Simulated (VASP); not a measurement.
# SrO (P1) in VASP: further runs, part 2 of 2

VASP 6.6.1.

## (3) Single point, PBE

INCAR reads:

```
SYSTEM = SrO
ALGO = Normal ; EDIFF = 1E-7
ENCUT = 520 ; GGA = PE
ISIF = 2 ; ISMEAR = -1
LASPH = .True. ; LCHARG = .False.
LREAL = Auto ; LWAVE = .False.
NBANDS = 78 ; NELM = 80
PREC = Accurate ; SIGMA = 0.02
```

KPOINTS reads:

```
k-points
0
Gamma
  2 2 2
  0 0 0
```

POSCAR reads:

```
SrO
1.0
    0.0000000000      5.5845610339      5.5845610339
    5.5845610339      0.0000000000      5.5845610339
    5.5845610339      5.5845610339      0.0000000000
Sr O
8 8
Direct
    0.0108614625     -0.0008599602     -0.0050187472
    0.0057245323     -0.0006487529      0.4965523670
    0.0023607943      0.5076934396     -0.0029389955
   -0.0167890546      0.5104658151      0.5013202440
    0.4995271756     -0.0031952377      0.0006614665
    0.4949966494      0.0040860866      0.5032635480
    0.5055665938      0.4840941810      0.0093940239
    0.4996792018      0.4972132963      0.4999293558
    0.1237817970      0.1278542746      0.1272125053
    0.1188110392      0.1372402406      0.6174145970
    0.1315779334      0.6293905606      0.1134610216
    0.1192384676      0.6345274908      0.6087023634
    0.6319688295      0.1156274407      0.1253005376
    0.6137642653      0.1225371154      0.6340892289
    0.6383696907      0.6138997281      0.1249515397
    0.6119323398      0.6252279237      0.6315439080
```

Potentials or basis: VASP PAW PBE potentials, release 64 (Sr_sv, O).

Run with:

```sh
cat potpaw_PBE.64/Sr_sv/POTCAR potpaw_PBE.64/O/POTCAR > POTCAR
mpirun -np 1 vasp_std > vasp.out
```

OUTCAR:

```text
SYSTEM = SrO
   EDIFF = 1E-7
   ENCUT = 520
   GGA = PE
   ISIF = 2
   ISMEAR = -1
   LASPH = .True.
   LREAL = Auto
   NELM = 80
   PREC = Accurate

 ion  position               nearest neighbor table
   1  0.011  0.999  0.995-  11 2.38   9 2.41  10 2.44  13 2.44   6 3.85   5 3.87   3 3.91   7 3.91
                             4 3.93   2 3.94   2 3.96   4 3.97   7 3.99   3 3.99   5 4.03   6 4.04
   2  0.006  0.999  0.497-  12 2.36   9 2.38  10 2.40  14 2.53   5 3.91   6 3.91   3 3.92   8 3.93
                             4 3.93   1 3.94   1 3.96   8 3.96   4 3.97   3 3.98   6 3.99   5 3.99
   3  0.002  0.508  0.997-  15 2.35  11 2.37   9 2.45  12 2.51   1 3.91   5 3.92   2 3.92   4 3.92
                             8 3.93   7 3.93   7 3.97   8 3.97   2 3.98   5 3.98   4 3.98   1 3.99
   4  0.983  0.510  0.501-  12 2.37  16 2.40  10 2.41  11 2.50   6 3.88   8 3.88   7 3.90   3 3.92
                             1 3.93   2 3.93   2 3.97   1 3.97   3 3.98   7 4.01   6 4.02   8 4.02
   5  0.500  0.997  0.001-  14 2.36   9 2.42  13 2.42  15 2.47   1 3.87   7 3.91   2 3.91   6 3.92
                             3 3.92   8 3.94   8 3.95   6 3.98   3 3.98   2 3.99   7 3.99   1 4.03
   6  0.495  0.004  0.503-  14 2.37  10 2.43  13 2.44  16 2.44   7 3.85   1 3.85   4 3.88   8 3.90
                             2 3.91   5 3.92   5 3.98   2 3.99   8 4.00   4 4.02   1 4.04   7 4.05
   7  0.506  0.484  0.009-  13 2.38  11 2.42  15 2.44  16 2.44   6 3.85   4 3.90   8 3.90   5 3.91
                             1 3.91   3 3.93   3 3.97   1 3.99   5 3.99   8 4.00   4 4.01   6 4.05
   8  0.500  0.497  0.500-  16 2.40  14 2.42  15 2.42  12 2.46   4 3.88   6 3.90   7 3.90   3 3.93
                             2 3.93   5 3.94   5 3.95   2 3.96   3 3.97   7 4.00   6 4.00   4 4.02
   9  0.124  0.128  0.127-   2 2.38   1 2.41   5 2.42   3 2.45
  10  0.119  0.137  0.617-   2 2.40   4 2.41   6 2.43   1 2.44
  11  0.132  0.629  0.113-   3 2.37   1 2.38   7 2.42   4 2.50
  12  0.119  0.635  0.609-   2 2.36   4 2.37   8 2.46   3 2.51
  13  0.632  0.116  0.125-   7 2.38   5 2.42   6 2.44   1 2.44
  14  0.614  0.123  0.634-   5 2.36   6 2.37   8 2.42   2 2.53
  15  0.638  0.614  0.125-   3 2.35   8 2.42   7 2.44   5 2.47
  16  0.612  0.625  0.632-   4 2.40   8 2.40   7 2.44   6 2.44

  LATTYP: Found a face centered cubic cell.
 ALAT       =    11.1691220678

  Lattice vectors:

 A1 = (   0.0000000000,   5.5845610339,   5.5845610339)
 A2 = (   5.5845610339,   0.0000000000,   5.5845610339)
 A3 = (   5.5845610339,   5.5845610339,   0.0000000000)

Analysis of symmetry for initial positions (statically):
=====================================================================
 Subroutine PRICEL returns:
 Original cell was already a primitive cell.

 Routine SETGRP: Setting up the symmetry group for a
 face centered cubic supercell.

 Subroutine GETGRP returns: Found  1 space group operations
 (whereof  1 operations were pure point group operations)
 out of a pool of 48 trial point group operations.

The static configuration has the point symmetry C_1 .

Analysis of symmetry for dynamics (positions and initial velocities):
=====================================================================
 Subroutine PRICEL returns:
 Original cell was already a primitive cell.

 Routine SETGRP: Setting up the symmetry group for a
 face centered cubic supercell.

 Subroutine GETGRP returns: Found  1 space group operations
 (whereof  1 operations were pure point group operations)
 out of a pool of 48 trial point group operations.

The dynamic configuration has the point symmetry C_1 .

 Subroutine INISYM returns: Found  1 space group operations
[... 91 lines left out ...]
   number of dos      NEDOS =    301   number of ions     NIONS =     16
   total plane-waves  NPLWV = 216000
   dimension x,y,z NGX =    60 NGY =   60 NGZ =   60
   dimension x,y,z NGXF=   120 NGYF=  120 NGZF=  120
   ions per type =               8   8
   NGX,Y,Z   is equivalent  to a cutoff of  12.63, 12.63, 12.63 a.u.
   NGXF,Y,Z  is equivalent  to a cutoff of  25.26, 25.26, 25.26 a.u.
 SYSTEM =  SrO
   PREC   = accura    normal or accurate (medium, high low for compatibility)
   ISTART =      0    job   : 0-new  1-cont  2-samecut
   ICHARG =      2    charge: 1-file 2-atom 10-const
   ISPIN  =      1    spin polarized calculation?
   LNONCOLLINEAR =      F non collinear calculations
   LSORBIT =      F    spin-orbit coupling
   LASPH  =      T    aspherical Exc in radial PAW
   ENCUT  =  520.0 eV  38.22 Ry    6.18 a.u.  14.68 14.68 14.68*2*pi/ulx,y,z
   NELM   =     80;   NELMIN=  2; NELMDL= -5     # of ELM steps
   EDIFF  = 0.1E-06   stopping-criterion for ELM
   LREAL  =      T    real-space projection
   EDIFFG = 0.1E-05   stopping-criterion for IOM
   NSW    =      0    number of steps for IOM
   IBRION =     -1    ionic relax: 0-MD 1-quasi-New 2-CG
   NFREE  =      0    steps in history (QN), initial steepest desc. (CG)
   ISIF   =      2    stress and relaxation
   ISYM   =      2    0-nonsym 1-usesym 2-fastsym
   POTIM  = 0.5000    time-step for ionic-motion
   TEBEG  =    0.0;   TEEND  =   0.0 temperature during run
   PSTRESS=    0.0 pullay stress
   NELECT =     128.0000    total number of electrons
   NUPDOWN=      -1.0000    fix difference up-down
   EMIN   =  10.00;   EMAX   =-10.00  energy-range for DOS
   EFERMI =   0.00;   METHOD = LEGACY
   ISMEAR =    -1;   SIGMA  =   0.02  broadening in eV -4-tet -1-fermi 0-gaus
   EFERMI_NEDOS =   21; number of points for ismear=-14 and -15
   IALGO  =     38    algorithm
   IMIX   =      4    mixing-type and parameters
     AMIX     =   0.40;   BMIX     =  1.00
     AMIX_MAG =   1.60;   BMIX_MAG =  1.00
  volume/ion in A,a.u.               =      21.77       146.92
  Fermi-wavevector in a.u.,A,eV,Ry     =   1.172589  2.215872 18.707531  1.374965
  Thomas-Fermi vector in A             =   2.309015
   LORBIT       =      0    0 simple, 1 ext, 2 COOP (PROOUT), +10 PAW based schemes
   GGA     = PE    functional components
   LHFCALC =     F    Hartree Fock is set to
   AEXX    =    0.0000 exact exchange contribution
   IVDW    =     0    specifies the selected vdW correction
   LEPSILON=     F    determine dielectric tensor
   LRPA    =     F    only Hartree local field effects (RPA)
 non-spin polarized calculation
  energy-cutoff  :      520.00
  volume of cell :      348.34
 maximum number of plane-waves:      9390
 NGX is ok and might be reduce to    60
   NGX = 29   NGY = 29   NGZ = 29

 number of electron     128.0000000 magnetization

 Free energy of the ion-electron system (eV)
  ---------------------------------------------------
  ext. energy  EPLUGINS =         0.00000000
  ---------------------------------------------------
  free energy    TOTEN  =       -93.94409164 eV

  energy without entropy =      -93.94409164  energy(sigma->0) =      -93.94409164

 E-fermi :   0.8556     XC(G=0):  -8.6244

 val. band max:        0.3228833583   @ k =   0.0000   0.0000   0.0000
 cond. band min:       2.8081966893   @ k =   0.0000   0.0000   0.0000
 fundamental gap:      2.4853133310
 Fermi energy:         0.8555595662

 k-point     1 :       0.0000    0.0000    0.0000
  band No.  band energies     occupation
      1     -31.9371      2.00000
      2     -31.8920      2.00000
      3     -31.8803      2.00000
      4     -31.8731      2.00000
      5     -31.8599      2.00000
      6     -31.8533      2.00000
[... 621 lines left out ...]
     75       6.0143      0.00000
     76       6.1031      0.00000
 [bands above 76 left out]

------------------------ aborting loop because EDIFF is reached ----------------------------------------

  FORCE on cell =-STRESS in cart. coord.  units (eV):
  Direction    XX          YY          ZZ          XY          YZ          ZX
  --------------------------------------------------------------------------------------
  -------------------------------------------------------------------------------------
  Total        3.3153403      3.1469210      3.3301548      0.1768428      0.3530449      0.8884566
  in kB       15.2490076     14.4743578     15.3171471      0.8133937      1.6238408      4.0864829
  external PRESSURE =      15.0135042 kB  Pullay stress =       0.0000000 kB

 VOLUME and BASIS-vectors are now :
 -----------------------------------------------------------------------------
  energy-cutoff  :      520.00
  volume of cell :      348.34
      direct lattice vectors                 reciprocal lattice vectors
     0.000000000  5.584561034  5.584561034    -0.089532552  0.089532552  0.089532552
     5.584561034  0.000000000  5.584561034     0.089532552 -0.089532552  0.089532552
     5.584561034  5.584561034  0.000000000     0.089532552  0.089532552 -0.089532552

 POSITION                                       TOTAL-FORCE (eV/Angst)
 -----------------------------------------------------------------------------------
     11.13629      5.61719      5.64042         0.166245     -0.246608     -0.075862
      8.35397      2.80500      5.61291         0.408034     -0.401577     -0.164346
      8.40339      5.58133      2.84843        -0.548861     -0.044202     -0.005564
      5.65038      8.29046      8.34153        -0.393044     -0.018302      0.238042
      5.57041      2.79333      8.35636         0.017732      0.310534     -0.103842
      2.83332      5.57485      2.78716        -0.255626     -0.074938     -0.178825
[... 8 lines left out ...]
      4.12616      4.26281      6.99338         0.258127     -0.266992     -0.148131
      7.01852      6.94427      6.90900         0.129687      0.007755      0.011226
 -----------------------------------------------------------------------------------
    total drift:                               -0.000092     -0.003892      0.007196

  FREE ENERGIE OF THE ION-ELECTRON SYSTEM (eV)
  ---------------------------------------------------
  free  energy   TOTEN  =       -93.9440916361 eV

  energy  without entropy=      -93.9440916361  energy(sigma->0) =      -93.94409164
```

Wall time 16 min (1 thread of Intel Xeon 8259CL, shared host); peak memory 0.54 GiB.

Results:

```yaml
Free_energy: -93.9441 eV
Pressure: 1.5 GPa
Largest_force: 0.596 eV/Å
Band_gap_on_the_k_mesh: 2.49 eV
```

Forces in eV/Å, atoms in the order of the input:
```
Sr   0.166 -0.247 -0.076
Sr   0.408 -0.402 -0.164
Sr  -0.549 -0.044 -0.006
Sr  -0.393 -0.018  0.238
Sr   0.018  0.311 -0.104
Sr  -0.256 -0.075 -0.179
Sr   0.151 -0.298  0.303
Sr   0.085 -0.137 -0.128
O   -0.085 -0.065  0.188
O    0.028  0.193  0.009
O    0.217  0.294 -0.139
O    0.053  0.501 -0.087
O   -0.062  0.150 -0.091
O   -0.169  0.097  0.374
O    0.258 -0.267 -0.148
O    0.130  0.008  0.011
```

Caveat: the k points lie up to 0.49 Å⁻¹ apart; the atoms stand as in a frame of molecular dynamics; the structure was generated, so it needn't be the stable form of SrO.

## (4) Single point, PBE

INCAR reads:

```
SYSTEM = SrO
PREC = Accurate
ENCUT = 520
EDIFF = 1E-7
ISMEAR = -1
SIGMA = 0.02
LREAL = Auto
LASPH = .True.
NELM = 60
ALGO = Normal
ISIF = 2
LWAVE = .False.
LCHARG = .False.
GGA = PE
NBANDS = 78
```

KPOINTS reads:

```
regular mesh
0
Gamma
  2 2 2
  0 0 0
```

POSCAR reads:

```
SrO
1.0
    0.0000000000      5.5845610339      5.5845610339
    5.5845610339      0.0000000000      5.5845610339
    5.5845610339      5.5845610339      0.0000000000
Sr O
8 8
Direct
    0.0058800503      0.0046910581     -0.0042999799
    0.0000604345      0.0081437914      0.4927634389
    0.0082952805      0.5018483070     -0.0065896853
   -0.0124051827      0.5098842116      0.4975989130
    0.5035892674     -0.0038144448      0.0041854677
    0.4932339325      0.0051065786      0.4992603686
    0.5053372114      0.4803318441      0.0112552266
    0.4940679282      0.4957609888      0.5029445435
    0.1337548279      0.1309227342      0.1172731386
    0.1224261846      0.1343868382      0.6228499391
    0.1283061454      0.6242025969      0.1302792638
    0.1241412702      0.6264462827      0.6243818411
    0.6361038009      0.1067982777      0.1312727170
    0.6318189520      0.1227868217      0.6226585185
    0.6254361764      0.6183204873      0.1293237724
    0.6086420185      0.6254447715      0.6377417094
```

Run with:

```sh
cat potpaw_PBE.64/Sr_sv/POTCAR potpaw_PBE.64/O/POTCAR > POTCAR
mpirun -np 1 vasp_std > vasp.out
```

It took 15 min on 1 thread of Intel Xeon 8259CL, shared host; peak memory 0.55 GiB.

Results (log left out):

```
Free energy            : -93.9812 eV
Pressure               : 1.4 GPa
Largest force          : 0.613 eV/Å
Band gap on the k mesh : 2.48 eV
```

Forces in eV/Å, atoms in the order of the input:
```
Sr  -0.243  0.259 -0.111
Sr  -0.081  0.264 -0.083
Sr   0.395 -0.114 -0.118
Sr   0.224  0.206 -0.041
Sr  -0.530 -0.023 -0.032
Sr  -0.008  0.566 -0.214
Sr   0.333 -0.370  0.358
Sr   0.101  0.112  0.271
O    0.049 -0.006 -0.129
O   -0.018 -0.209 -0.059
O   -0.163 -0.174  0.092
O    0.028 -0.327  0.017
O    0.079 -0.120  0.088
O    0.084 -0.075 -0.229
O   -0.126  0.047  0.110
O   -0.126 -0.036  0.080
```

Stress tensor (GPa, compression positive):
```
 1.47 -0.01 -0.45
-0.01  1.39 -0.06
-0.45 -0.06  1.40
```

Levels at points of the mesh, in eV from the valence-band top:
```tsv
k point	band 62	band 63	band 64	band 65	band 66	band 67
(0.00, 0.00, 0.00)	-0.04	-0.02	0.00	2.48	4.51	4.52
(0.50, 0.00, 0.00)	-0.26	-0.25	-0.23	4.03	4.05	4.75
(0.00, 0.50, 0.00)	-0.24	-0.23	-0.17	4.02	4.11	4.75
(0.00, 0.00, 0.50)	-0.27	-0.26	-0.24	4.03	4.06	4.77
(0.50, 0.50, 0.50)	-0.26	-0.24	-0.20	4.05	4.07	4.75
(0.50, 0.50, 0.00)	-0.38	-0.03	-0.02	4.50	4.52	4.56
(0.00, 0.50, 0.50)	-0.39	-0.03	-0.03	4.49	4.52	4.57
(0.50, 0.00, 0.50)	-0.39	-0.03	-0.02	4.50	4.53	4.55
```

Caveat: the k points lie up to 0.49 Å⁻¹ apart; the atoms stand as in a frame of molecular dynamics; the structure was generated, so it needn't be the stable form of SrO.

## (5) Overview

| cell | gap on the mesh (eV) | pressure (GPa) | largest force (eV/Å) |
| --- | --- | --- | --- |
| as given, atomic positions A | 2.49 | 1.5 | 0.56 |
| as given, atomic positions B | 2.49 | 1.5 | 0.60 |
| as given, atomic positions C | 2.48 | 1.4 | 0.61 |

Alike in all rows: task single point; level PBE; potentials or basis VASP PAW PBE potentials, release 64 (Sr_sv, O); no spin polarisation; k mesh 2 × 2 × 2; cutoff (eV) 520; smearing fermi-dirac 0.02 eV.

Caveats: all runs use coarse meshes; the atoms stand as in a frame of molecular dynamics; the structure was generated, so it needn't be the stable form of SrO.

Total energies depend on the potentials used, so only differences within one code and one set of settings carry meaning.
